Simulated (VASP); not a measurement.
# Nb (I4/mmm) in VASP: notebook, part 2 of 2

VASP 6.6.1. Earlier steps stand in the parts before.

### Step 5. Single point, PBEsol (strain -0.025 along x and y, +0.050 along z)

INCAR

```
ALGO = Normal
EDIFF = 1E-6
ENCUT = 500
GGA = PS
GGA_COMPAT = F
ISIF = 2
ISMEAR = 0
LASPH = T
LCHARG = T
LELF = T
LREAL = F
LVHAR = T
LWAVE = F
NBANDS = 12
NELM = 120
PREC = Accurate
SIGMA = 0.15
```

KPOINTS

```
k-points
0
Gamma
  20 20 20
```

POSCAR

```
Nb
1.0
    0.0000000000      2.0621250000      2.2207500000
    2.0621250000      0.0000000000      2.2207500000
    2.0621250000      2.0621250000      0.0000000000
Nb
1
Direct
    0.0000000000      0.0000000000      0.0000000000
```

Potentials or basis: VASP PAW PBE potentials, release 64 (Nb_sv).

On the command line:

```sh
> cat potpaw_PBE.64/Nb_sv/POTCAR > POTCAR
> mpirun -np 1 vasp_std > vasp.out
```

OUTCAR:

```text
EDIFF = 1E-6
   ENCUT = 500
   GGA = PS
   ISIF = 2
   ISMEAR = 0
   LASPH = T
   LREAL = F
   NELM = 120
   PREC = Accurate

 ion  position               nearest neighbor table
   1  0.000  0.000  0.000-

  LATTYP: Found a body centered tetragonal cell.
 ALAT       =     2.9162851423
 C/A-ratio  =     1.5229992210

  Lattice vectors:

 A1 = (  -2.0621250000,   0.0000000000,   2.2207500000)
 A2 = (   2.0621250000,   0.0000000000,   2.2207500000)
 A3 = (   0.0000000000,   2.0621250000,  -2.2207500000)

Analysis of symmetry for initial positions (statically):
=====================================================================
 Subroutine PRICEL returns:
 Original cell was already a primitive cell.

 Routine SETGRP: Setting up the symmetry group for a
 body centered tetragonal supercell.

 Subroutine GETGRP returns: Found 16 space group operations
 (whereof 16 operations were pure point group operations)
 out of a pool of 16 trial point group operations.

The static configuration has the point symmetry D_4h.

Analysis of symmetry for dynamics (positions and initial velocities):
=====================================================================
 Subroutine PRICEL returns:
 Original cell was already a primitive cell.

[... 160 lines left out ...]

 k-point     1 :       0.0000    0.0000    0.0000
  band No.  band energies     occupation
      1     -43.9468      2.00000
      2     -19.3874      2.00000
      3     -19.3503      2.00000
      4     -19.3503      2.00000
      5       4.5131      2.00000
      6      10.3034      1.99988
      7      11.1862      0.00001
      8      11.1862      0.00001
      9      12.7749      0.00000
     10      13.9996      0.00000
     11      22.6456      0.00000
     12      25.9563      0.00000
[... 331 lines left out ...]
 k-point    24 :      -0.3500    0.0500    0.0000
  band No.  band energies     occupation
      1     -43.7825      2.00000
      2     -20.3729      2.00000
      3     -19.5759      2.00000
      4     -19.4212      2.00000
      5       7.0017      2.00000
      6      10.4079      1.99570
      7      10.8285      0.26703
      8      11.3836      0.00000
      9      14.2598      0.00000
     10      15.1242      0.00000
     11      21.7391      0.00000
     12      24.2126      0.00000

 [... further k-points ...]
[... 5 lines left out ...]
  --------------------------------------------------------------------------------------
  -------------------------------------------------------------------------------------
  Total       -1.4320176     -1.4320176      0.1206633      0.0000000      0.0000000     -0.0000000
  in kB     -121.4784649   -121.4784649     10.2359002      0.0000000      0.0000000     -0.0000000
  external PRESSURE =     -77.5736765 kB  Pullay stress =       0.0000000 kB

 VOLUME and BASIS-vectors are now :
 -----------------------------------------------------------------------------
  energy-cutoff  :      500.00
  volume of cell :       18.89
      direct lattice vectors                 reciprocal lattice vectors
     0.000000000  2.062125000  2.220750000    -0.242468328  0.242468328  0.225149161
     2.062125000  0.000000000  2.220750000     0.242468328 -0.242468328  0.225149161
     2.062125000  2.062125000  0.000000000     0.242468328  0.242468328 -0.225149161

 POSITION                                       TOTAL-FORCE (eV/Angst)
 -----------------------------------------------------------------------------------
      0.00000      0.00000      0.00000        -0.000000      0.000000      0.000000
 -----------------------------------------------------------------------------------
    total drift:                               -0.000000      0.000000      0.000000

  FREE ENERGIE OF THE ION-ELECTRON SYSTEM (eV)
  ---------------------------------------------------
  free  energy   TOTEN  =       -10.6432367242 eV

  energy  without entropy=      -10.6266177157  energy(sigma->0) =      -10.63492722
```

OSZICAR:

```text
N       E                     dE             d eps       ncg     rms          rms(c)
DAV:   1     0.111229115484E+03    0.11123E+03   -0.71076E+03 15488   0.104E+03
DAV:   2    -0.661703843831E+01   -0.11785E+03   -0.11365E+03 16828   0.377E+02
DAV:   3    -0.109226816481E+02   -0.43056E+01   -0.41257E+01 22352   0.629E+01
DAV:   4    -0.111853042193E+02   -0.26262E+00   -0.26086E+00 21792   0.141E+01
DAV:   5    -0.111940145802E+02   -0.87104E-02   -0.87044E-02 22528   0.214E+00    0.683E+00
DAV:   6    -0.107031926576E+02    0.49082E+00   -0.74256E-01 24648   0.104E+01    0.237E+00
DAV:   7    -0.106401475599E+02    0.63045E-01   -0.21430E-01 25356   0.548E+00    0.101E+00
DAV:   8    -0.106431942237E+02   -0.30467E-02   -0.13010E-02 18580   0.147E+00    0.520E-02
DAV:   9    -0.106432231780E+02   -0.28954E-04   -0.86168E-04 25576   0.315E-01    0.322E-02
DAV:  10    -0.106432388160E+02   -0.15638E-04   -0.17343E-05 18620   0.522E-02    0.110E-02
DAV:  11    -0.106432367451E+02    0.20709E-05   -0.53586E-06 21184   0.355E-02    0.340E-03
DAV:  12    -0.106432367242E+02    0.20857E-07   -0.38386E-07 11592   0.103E-02
   1 F= -.10643237E+02 E0= -.10634927E+02  d E =-.166190E-01
```

Run time: 71 s. Hardware: 1 thread of AMD EPYC 9R45 (Zen 5), shared host; peak memory 0.22 GiB.

What came out:

```yaml
Free_energy: -10.6432 eV
Pressure: -7.8 GPa
Band_gap_on_the_k_mesh: zero (an odd number of electrons rules out a gap without spin polarisation)
```

Stress tensor (GPa, compression positive):
```
-12.15   0.00   0.00
  0.00 -12.15   0.00
  0.00   0.00   1.02
```

Caveat: the cell differs from its parent crystal (strain -0.025 along x and y, +0.050 along z); the stress differs along the axes, from -12 to 1 GPa; the PAW data sets were made with another functional, which shifts forces and pressure a little.

### Step 6. Summary

| cell | gap on the mesh (eV) | pressure (GPa) |
| --- | --- | --- |
| a = 2.954, b = 2.954, c = 2.916 Å, angles 60.4, 60.4, 59.2°, 1 atom | none | 0.9 |
| a = 2.954, b = 2.954, c = 2.991 Å, angles 59.6, 59.6, 60.8°, 1 atom | none | -3.4 |
| a = 2.992, b = 2.992, c = 2.916 Å, angles 60.8, 60.8, 58.3°, 1 atom | none | -3.6 |
| a = 3.031, b = 3.031, c = 2.916 Å, angles 61.2, 61.2, 57.5°, 1 atom | none | -7.8 |

Alike in all rows: task single point; level PBEsol; potentials or basis VASP PAW PBE potentials, release 64 (Nb_sv); no spin polarisation; k mesh 20 × 20 × 20; cutoff (eV) 500; smearing gaussian 0.15 eV.

Caveats: the PAW data sets were made with another functional, which shifts forces and pressure a little; the stress differs along the axes, from -2 to 6 GPa (at least some runs); the stress differs along the axes, from -8 to -1 GPa (at least some runs); the stress differs along the axes, from -7 to 4 GPa (at least some runs); the stress differs along the axes, from -12 to 1 GPa (at least some runs).

Absolute energies hang on the potentials; compare differences alone.
